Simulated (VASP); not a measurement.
# CdSe: single point with PBE

The system is CdSe.

```
Cd Se
1.0
     4.27321    0.00000    0.00000
    -2.13660    3.70070    0.00000
     0.00000    0.00000    7.01000
Cd Se
2 2
Direct
  0.33333 0.66667 0.00081
  0.66667 0.33333 0.50081
  0.33333 0.66667 0.37519
  0.66667 0.33333 0.87519
```

```yaml
Program: VASP 6.6.1
Task: single point
Functional: PBE
Potentials_or_basis: VASP PAW PBE potentials, release 64 (Cd, Se)
Cutoff: 520 eV
k_mesh: 8 × 8 × 5
Occupations: gaussian, width 0.05 eV
Spin: no spin polarisation
Dipole_correction: no
Further_INCAR_settings: ALGO = Normal; EDIFF = 1e-06; NBANDS = 26
```

* Pressure: 4.1 GPa
* Band gap on the k mesh: 0.69 eV, direct

Forces on the atoms (eV/Å):
```
Cd   0.000  0.000  0.002
Cd   0.000  0.000  0.002
Se   0.000  0.000 -0.002
Se   0.000  0.000 -0.002
```

Stress tensor (GPa, compression positive):
```
4.12 0.00 0.00
0.00 4.12 0.00
0.00 0.00 3.98
```

Levels at points of the mesh, in eV from the valence-band top:
```tsv
k point	band 14	band 15	band 16	band 17	band 18	band 19	band 20	band 21	band 22	band 23
(0.00, 0.00, 0.00)	-0.78	-0.78	-0.07	0.00	0.00	0.69	2.25	5.87	5.87	6.09
(0.50, 0.00, 0.00)	-3.72	-2.75	-1.90	-1.40	-0.78	3.23	3.35	4.73	6.16	6.44
```

Wall time 70 s on 1 thread of Intel(R) Xeon(R) Platinum 8259CL CPU @ 2.50GHz (Skylake/Cascade Lake), on a shared host, peak memory 0.26 GiB.
